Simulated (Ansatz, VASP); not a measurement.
Bi3H in VASP and in Ansatz

```
Bi H
1.0
     4.74646    0.00000    0.00000
     0.00000    4.74646    0.00000
     0.00000    0.00000    4.74646
Bi H
3 1
Direct
  0.00000 0.50000 0.50000
  0.50000 0.00000 0.50000
  0.50000 0.50000 0.00000
  0.00000 0.00000 0.00000
```

Alike in both runs: functional PBE; k mesh 4 × 4 × 4; occupations gaussian, width 0.1 eV; no spin polarisation.

Ansatz relaxed the structure, and its values are those at the end. VASP's run is a single point on that final structure, the one shown.

|  | VASP | Ansatz |
| --- | --- | --- |
| version | VASP 6.6.1 | Ansatz 0.2.0 |
| potentials or method | VASP PAW PBE potentials, release 64 (Bi_d, H), cutoff 520 eV | scalar-relativistic, plane waves, PAW |
| valence electrons in the cell | 46 | 46 |

|  | VASP | Ansatz | Ansatz less VASP |
| --- | --- | --- | --- |
| gap on the k mesh at the Fermi level (eV) | none | none | - |
| pressure (GPa) | -0.4 | -0.4 | +0.07 |

A gap of «none» marks a metal or a gap that the smearing closes. The functional is the same, so the differences come from potentials, cutoffs and numerics.

Neither program's run includes spin-orbit coupling.
